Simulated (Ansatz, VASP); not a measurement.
**TiN: VASP beside Ansatz**

The input INCAR:

```
PREC = Accurate
ENCUT = 600
EDIFF = 1E-6
ISMEAR = 0
SIGMA = 0.1
LREAL = False
LASPH = True
NELM = 100
ALGO = Normal
ISIF = 3
LWAVE = False
LCHARG = False
GGA = CA
IBRION = 2
NSW = 100
EDIFFG = -0.005
```

File KPOINTS:

```
Automatic mesh
0
Gamma
  18 18 18
```

File POSCAR:

```
TiN
1.0
    0.0000000000      2.0863455124      2.0863455124
    2.0863455124      0.0000000000      2.0863455124
    2.0863455124      2.0863455124      0.0000000000
Ti N
1 1
Direct
    0.0000000000      0.0000000000      0.0000000000
    0.5000000000      0.5000000000      0.5000000000
```

Input for Ansatz:

```yaml
crystal:
  lattice:
    - [0.0, 2.0863455124, 2.0863455124]
    - [2.0863455124, 0.0, 2.0863455124]
    - [2.0863455124, 2.0863455124, 0.0]
  atoms:
    - { symbol: Ti, position: [0.0, 0.0, 0.0] }
    - { symbol: "N", position: [0.5, 0.5, 0.5] }
basis:
  ecutwfc: 420
kpoints:
  mp_grid: { grid: [18, 18, 18] }
hamiltonian:
  xc: lda
scf:
  occupations: { method: gaussian, width: 0.1 }
output:
  forces: true
  stress: true
  eigenvalues: true
  write_density: true
  write_potential: true
  elf: true
  volumetric_format: npy
relax:
  adjacent_minimum: "off"
  f_tol: 0.005
  max_steps: 80
  cell: { stress_tol: 0.05 }
```

Alike in both runs: task relaxation of cell and atoms; functional LDA; k mesh 18 × 18 × 18; occupations gaussian, width 0.1 eV; no spin polarisation.

```csv
,VASP,Ansatz
version,VASP 6.6.1,Ansatz 0.2.0
potentials or method,"VASP PAW LDA potentials, release 64 (Ti_sv, N), cutoff 600 eV","scalar-relativistic, plane waves, PAW"
valence electrons in the cell,17,17
```

|  | VASP | Ansatz | Ansatz less VASP |
| --- | --- | --- | --- |
| gap on the k mesh at the Fermi level, each at its own relaxed structure (eV) | none | none | - |
| relaxed volume (Å³/atom) | 9.10 | 9.07 | -0.029 |
| relaxed cell length with the largest relative difference (Å) | 2.953 | 2.950 | -0.0032 |

LDA's correlation is that of Perdew and Zunger in VASP and of Perdew and Wang (1992) in Ansatz. A gap of «none» marks a metal or a gap that the smearing closes.
